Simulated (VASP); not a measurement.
# HCl in VASP: a series of runs, part 2 of 2

VASP 6.6.1.

## Step 3: Relaxation of cell and atoms, r2SCAN

This run uses another cell than the first one, of 20.68 Å³/atom, 1.792 times its volume.

Input file POSCAR:

```
HCl
1.0
    0.0000000000      2.7449970000      2.7449970000
    2.7449970000      0.0000000000      2.7449970000
    2.7449970000      2.7449970000      0.0000000000
H Cl
1 1
Direct
    0.0000000000      0.0000000000      0.0000000000
    0.5000000000      0.5000000000      0.5000000000
```

Input file INCAR.step1:

```
ALGO     = Normal         # electronic algorithm
EDIFF    = 1E-4           # SCF threshold, eV
ENCUT    = 600            # plane-wave cutoff, eV
GGA      = PE             # functional
ISMEAR   = 1              # smearing method
ISYM     = 0            
LASPH    = T              # aspherical terms in the spheres
LCHARG   = F              # write CHGCAR
LREAL    = F              # projectors in reciprocal space
LWAVE    = T              # write WAVECAR
NELM     = 80             # most SCF steps
PREC     = Accurate       # precision mode
SIGMA    = 0.001          # smearing width, eV
```

Input file INCAR.step2:

```
ALGO     = Normal         # electronic algorithm
EDIFF    = 1E-7           # SCF threshold, eV
EDIFFG   = -0.01          # ionic threshold
ENCUT    = 600            # plane-wave cutoff, eV
IBRION   = 2              # ionic algorithm
ISIF     = 3              # what is computed and relaxed
ISMEAR   = 1              # smearing method
ISTART   = 1            
ISYM     = 0            
LASPH    = T              # aspherical terms in the spheres
LCHARG   = F              # write CHGCAR
LMIXTAU  = T            
LREAL    = F              # projectors in reciprocal space
LWAVE    = F              # write WAVECAR
METAGGA  = R2SCAN         # meta-GGA
NELM     = 80             # most SCF steps
NSW      = 60             # ionic steps
PREC     = Accurate       # precision mode
SIGMA    = 0.001          # smearing width, eV
```

Input file KPOINTS:

```
Automatic mesh
0
Gamma
  6 6 6
  0.5 0.5 0.5
```

Potentials or basis: VASP PAW PBE potentials, release 64 (H, Cl).

The run is started by

```
$ cat potpaw_PBE.64/H/POTCAR potpaw_PBE.64/Cl/POTCAR > POTCAR
$ cp INCAR.step1 INCAR
$ mpirun -np 1 vasp_std > vasp.out
$ cp INCAR.step2 INCAR
$ mpirun -np 1 vasp_std > vasp.out
```

OUTCAR:

```text
EDIFF = 1E-7
   EDIFFG = -0.01
   ENCUT = 600
   IBRION = 2
   ISIF = 3
   ISMEAR = 1
   ISTART = 1
   ISYM = 0
   LASPH = T
   LREAL = F
   METAGGA = R2SCAN
   NELM = 80
   NSW = 60
   PREC = Accurate

 ion  position               nearest neighbor table
   1  0.000  0.000  0.000-
   2  0.500  0.500  0.500-

IMPORTANT INFORMATION: All symmetrisations will be switched off!
NOSYMM: (Re-)initialisation of all symmetry stuff for point group C_1.

----------------------------------------------------------------------------------------

                                     Primitive cell

  volume of cell :      41.3672

  direct lattice vectors                    reciprocal lattice vectors
     0.000000000  2.744997000  2.744997000    -0.182149562  0.182149562  0.182149562
     2.744997000  0.000000000  2.744997000     0.182149562 -0.182149562  0.182149562
     2.744997000  2.744997000  0.000000000     0.182149562  0.182149562 -0.182149562

  length of vectors
     3.882011986  3.882011986  3.882011986     0.315492295  0.315492295  0.315492295

  position of ions in fractional coordinates (direct lattice)
     0.000000000  0.000000000  0.000000000
     0.500000000  0.500000000  0.500000000

  ion indices of the primitive-cell ions
   primitive index   ion index
                 1           1
                 2           2

----------------------------------------------------------------------------------------

 KPOINTS: Automatic mesh

Automatic generation of k-mesh.
 Grid dimensions read from file:
 generate k-points for:    6    6    6

 Generating k-lattice:

  Cartesian coordinates                     Fractional coordinates (reciprocal lattice)
    -0.030358260  0.030358260  0.030358260     0.166666667  0.000000000  0.000000000
     0.030358260 -0.030358260  0.030358260     0.000000000  0.166666667  0.000000000
     0.030358260  0.030358260 -0.030358260     0.000000000  0.000000000  0.166666667

  Length of vectors
     0.052582049  0.052582049  0.052582049

  Shift w.r.t. Gamma in fractional coordinates (k-lattice)
     0.500000000  0.500000000  0.500000000

 Subroutine IBZKPT returns following result:
 ===========================================

 Found    432 irreducible k-points:

 Following reciprocal coordinates:
            Coordinates               Weight
  0.083333  0.083333  0.083333      2.000000
  0.083333  0.000000  0.000000      2.000000
  0.000000  0.000000 -0.083333      2.000000
  0.000000  0.083333  0.000000      2.000000
  0.250000  0.083333  0.083333      2.000000
  0.083333  0.250000  0.083333      2.000000
[... 16 lines left out ...]
  0.000000  0.333333 -0.083333      2.000000
  0.333333  0.000000 -0.083333      2.000000
 [... further k-points ...]
   k-points           NKPTS =    432   k-points in BZ     NKDIM =    432   number of bands    NBANDS=      8
   number of dos      NEDOS =    301   number of ions     NIONS =      2
   total plane-waves  NPLWV =  32768
   dimension x,y,z NGX =    32 NGY =   32 NGZ =   32
   dimension x,y,z NGXF=    64 NGYF=   64 NGZF=   64
   ions per type =               1   1
   NGX,Y,Z   is equivalent  to a cutoff of  13.70, 13.70, 13.70 a.u.
   NGXF,Y,Z  is equivalent  to a cutoff of  27.41, 27.41, 27.41 a.u.
 SYSTEM =  unknown system
   PREC   = accura    normal or accurate (medium, high low for compatibility)
   ISTART =      1    job   : 0-new  1-cont  2-samecut
   ICHARG =      0    charge: 1-file 2-atom 10-const
   ISPIN  =      1    spin polarized calculation?
   LNONCOLLINEAR =      F non collinear calculations
   LSORBIT =      F    spin-orbit coupling
   LASPH  =      T    aspherical Exc in radial PAW
   ENCUT  =  600.0 eV  44.10 Ry    6.64 a.u.   7.75  7.75  7.75*2*pi/ulx,y,z
   NELM   =     80;   NELMIN=  2; NELMDL=  0     # of ELM steps
   EDIFF  = 0.1E-06   stopping-criterion for ELM
   LREAL  =      F    real-space projection
   EDIFFG = -.1E-01   stopping-criterion for IOM
   NSW    =     60    number of steps for IOM
   IBRION =      2    ionic relax: 0-MD 1-quasi-New 2-CG
   NFREE  =      1    steps in history (QN), initial steepest desc. (CG)
   ISIF   =      3    stress and relaxation
   ISYM   =      0    0-nonsym 1-usesym 2-fastsym
   POTIM  = 0.5000    time-step for ionic-motion
   TEBEG  =    0.0;   TEEND  =   0.0 temperature during run
   PSTRESS=    0.0 pullay stress
   NELECT =       8.0000    total number of electrons
   NUPDOWN=      -1.0000    fix difference up-down
   EMIN   =  10.00;   EMAX   =-10.00  energy-range for DOS
   EFERMI =   0.00;   METHOD = LEGACY
   ISMEAR =     1;   SIGMA  =   0.00  broadening in eV -4-tet -1-fermi 0-gaus
   EFERMI_NEDOS =   21; number of points for ismear=-14 and -15
   IALGO  =     38    algorithm
   IMIX   =      4    mixing-type and parameters
     AMIX     =   0.40;   BMIX     =  1.00
     AMIX_MAG =   1.60;   BMIX_MAG =  1.00
  volume/ion in A,a.u.               =      20.68       139.58
  Fermi-wavevector in a.u.,A,eV,Ry     =   0.946716  1.789033 12.194504  0.896271
  Thomas-Fermi vector in A             =   2.074740
   LORBIT       =      0    0 simple, 1 ext, 2 COOP (PROOUT), +10 PAW based schemes
   METAGGA = R2SCAN    functional components
   LHFCALC =     F    Hartree Fock is set to
   AEXX    =    0.0000 exact exchange contribution
   IVDW    =     0    specifies the selected vdW correction
   LEPSILON=     F    determine dielectric tensor
   LRPA    =     F    only Hartree local field effects (RPA)
 conjugate gradient relaxation of ions
 non-spin polarized calculation
 Methfessel and Paxton  Order N= 1 SIGMA  =   0.00
  energy-cutoff  :      600.00
  volume of cell :       41.37
 maximum number of plane-waves:      1392
   NGX = 15   NGY = 15   NGZ = 15

--------------------------------------- Ionic step        1  -------------------------------------------

 number of electron       8.0000000 magnetization

 Free energy of the ion-electron system (eV)
  ---------------------------------------------------
  ext. energy  EPLUGINS =         0.00000000
  ---------------------------------------------------
  free energy    TOTEN  =        -7.04526039 eV

  energy without entropy =       -7.04526039  energy(sigma->0) =       -7.04526039

------------------------ aborting loop because EDIFF is reached ----------------------------------------

  FORCE on cell =-STRESS in cart. coord.  units (eV):
  Direction    XX          YY          ZZ          XY          YZ          ZX
  --------------------------------------------------------------------------------------
  -------------------------------------------------------------------------------------
  Total       -2.5838410     -2.5838407     -2.5838407     -0.0000001     -0.0000002     -0.0000001
  in kB     -100.0738826   -100.0738698   -100.0738724     -0.0000040     -0.0000074     -0.0000054
  external PRESSURE =    -100.0738749 kB  Pullay stress =       0.0000000 kB

 VOLUME and BASIS-vectors are now :
 -----------------------------------------------------------------------------
  energy-cutoff  :      600.00
  volume of cell :       41.37
      direct lattice vectors                 reciprocal lattice vectors
     0.000000000  2.744997000  2.744997000    -0.182149562  0.182149562  0.182149562
     2.744997000  0.000000000  2.744997000     0.182149562 -0.182149562  0.182149562
     2.744997000  2.744997000  0.000000000     0.182149562  0.182149562 -0.182149562
[... 1036 lines left out ...]
 POSITION                                       TOTAL-FORCE (eV/Angst)
 -----------------------------------------------------------------------------------
      0.00000      0.00000      0.00000         0.000000      0.000000      0.000000
      2.25560      2.25560      2.25560        -0.000000     -0.000000     -0.000000
 -----------------------------------------------------------------------------------
    total drift:                               -0.000000     -0.000000     -0.000000

  FREE ENERGIE OF THE ION-ELECTRON SYSTEM (eV)
  ---------------------------------------------------
  free  energy   TOTEN  =        -8.0177207309 eV

  energy  without entropy=       -8.0177138169  energy(sigma->0) =       -8.01771843

--------------------------------------- Ionic step        8  -------------------------------------------

 number of electron       8.0000000 magnetization

 Free energy of the ion-electron system (eV)
  ---------------------------------------------------
  ext. energy  EPLUGINS =         0.00000000
  ---------------------------------------------------
  free energy    TOTEN  =        -8.01777224 eV

  energy without entropy =       -8.01776533  energy(sigma->0) =       -8.01776994

 E-fermi :   2.4050     XC(G=0): -10.6344

 val. band max:        2.4047910986   @ k =   0.0000   0.1667  -0.0833
 cond. band min:       2.4455591498   @ k =   0.0833   0.0000   0.0000
 fundamental gap:      0.0407680512
 Fermi energy:         2.4049853513

 k-point     1 :       0.0833    0.0833    0.0833
  band No.  band energies     occupation
      1     -13.9536      2.00000
      2       1.4378      2.00000
      3       2.4456      0.00000
      4       2.4456      0.00000
      5       4.4774      0.00000
      6      15.6412      0.00000
      7      16.1848      0.00000
      8      16.1848      0.00000
[... 275 lines left out ...]
 POSITION                                       TOTAL-FORCE (eV/Angst)
 -----------------------------------------------------------------------------------
      0.00000      0.00000      0.00000         0.000000      0.000000      0.000000
      2.25793      2.25793      2.25793        -0.000000     -0.000000     -0.000000
 -----------------------------------------------------------------------------------
    total drift:                                0.000000      0.000000      0.000000

  FREE ENERGIE OF THE ION-ELECTRON SYSTEM (eV)
  ---------------------------------------------------
  free  energy   TOTEN  =        -8.0177722437 eV

  energy  without entropy=       -8.0177653307  energy(sigma->0) =       -8.01776994

 reached required accuracy - stopping structural energy minimisation
```

Run time: 47 min. Hardware: 1 thread of Intel Xeon Platinum 8488C (Sapphire Rapids), shared host; peak memory 0.32 GiB.

Results:

```yaml
Free_energy: -8.0178 eV
Relaxed_volume: 11.51 Å³/atom
Relaxed_cell: a = 3.193 Å, b = 3.193 Å, c = 3.193 Å, α = 60.00°, β = 60.00°, γ = 60.00°
Space_group_after_relaxing_to_0.05_Å: Fm-3m (No. 225)
Energy_gained_by_relaxing: 486.3 meV/atom
Ionic_steps: 8
Pressure_after_relaxing: 0.0 GPa
Band_gap_on_the_k_mesh: zero (band 4 reaches 2.45 eV, above the bottom of band 5 at 2.26 eV)
```

The path:
```tsv
step	energy change (eV)	largest force (eV/Å)	pressure (GPa)	volume (Å³)
1	0.0000	0.0000	-10.01	41.37
2	-0.4690	0.0000	-10.39	34.10
3	-0.5503	0.0000	30.01	17.50
4	-0.8942	0.0000	-6.13	26.53
5	-0.9673	0.0000	2.29	22.28
6	-0.9721	0.0000	-0.59	23.25
7	-0.9725	0.0000	0.22	22.95
8	-0.9725	0.0000	0.01	23.02
```

Final structure:
```cif
data_structure
_symmetry_space_group_name_H-M 'P 1'
_symmetry_Int_Tables_number 1
_cell_length_a 3.1932
_cell_length_b 3.1932
_cell_length_c 3.1932
_cell_angle_alpha 60.000
_cell_angle_beta 60.000
_cell_angle_gamma 60.000
_cell_volume 23.02
loop_
_atom_site_label
_atom_site_type_symbol
_atom_site_fract_x
_atom_site_fract_y
_atom_site_fract_z
_atom_site_occupancy
H1 H 0.00000 0.00000 0.00000 1
Cl1 Cl 0.50000 0.50000 0.50000 1
```

Levels at points of the mesh, in eV from the Fermi level:
```tsv
k point	band 2	band 3	band 4	band 5	band 6	band 7
(0.08, 0.08, 0.08)	-0.97	0.04	0.04	2.07	13.24	13.78
```

Caveat: the volume moved by over 15 % at a fixed basis, so the end points are rough; the PAW data sets were made with another functional, which shifts forces and pressure a little; the volume moved by -44 % from the deposited cell, more than functionals usually miss.
